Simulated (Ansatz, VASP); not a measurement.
One calculation of Sr, two programs

File INCAR:

```
ALGO = Normal
EDIFF = 1E-8
ENCUT = 520
GGA = PE
ISIF = 2
ISMEAR = -1
LASPH = T
LCHARG = F
LEFG = T
LREAL = F
LWAVE = F
NBANDS = 17
NELM = 60
PREC = Accurate
SIGMA = 0.03
```

The input KPOINTS:

```
k-points
0
Gamma
  9 9 5
```

Contents of POSCAR:

```
Sr
1.0
    4.3100002207      0.0000000000      0.0000000000
   -2.1550001104      3.7325696814      0.0000000000
    0.0000000000      0.0000000000      7.0500000000
Sr
2
Direct
    0.3611755593      0.6666666667      0.2500000000
    0.6666666667      0.3333333333      0.7500000000
```

Input for Ansatz:

```yaml
crystal:
  lattice:
    - [4.3100002207, 0.0, 0.0]
    - [-2.1550001104, 3.7325696814, 0.0]
    - [0.0, 0.0, 7.05]
  atoms:
    - { symbol: Sr, position: [0.3611755593, 0.6666666667, 0.25] }
    - { symbol: Sr, position: [0.6666666667, 0.3333333333, 0.75] }
kpoints:
  mp_grid: { grid: [9, 9, 5] }
scf:
  occupations: { method: fermi_dirac, width: 0.03 }
hamiltonian:
  xc: pbe
  pseudopotentials: { kind: paw }
output:
  forces: true
  stress: true
  eigenvalues: true
  efg: { contact_densities: true }
```

Alike in both runs: task electric field gradients; functional PBE; k mesh 9 × 9 × 5; occupations fermi-dirac, width 0.03 eV; no spin polarisation.

```csv
,VASP,Ansatz
version,VASP 6.6.1,Ansatz 0.2.0
potentials or method,"VASP PAW PBE potentials, release 64 (Sr_sv)","PAW with Ansatz's default frozen-core files, scalar-relativistic"
plane-wave cutoff (eV),520,420
valence electrons in the cell,20,20
```

|  | VASP | Ansatz | Ansatz less VASP |
| --- | --- | --- | --- |
| pressure (GPa) | -0.2 | -0.3 | 0.00 |
| traceless stress, the component that is largest in VASP (GPa) | -0.15 | -0.15 | 0.000 |
| rms of the force components (eV/Å) | 0.021 | 0.022 | +0.0001 |
| size of Vzz on the site where it differs most (V/Å²) | 3.9 | 4.2 | +0.28 |

Atom by atom the forces differ by 0.000 eV/Å (rms over components). The functional is the same, so the differences come from potentials, cutoffs and numerics.
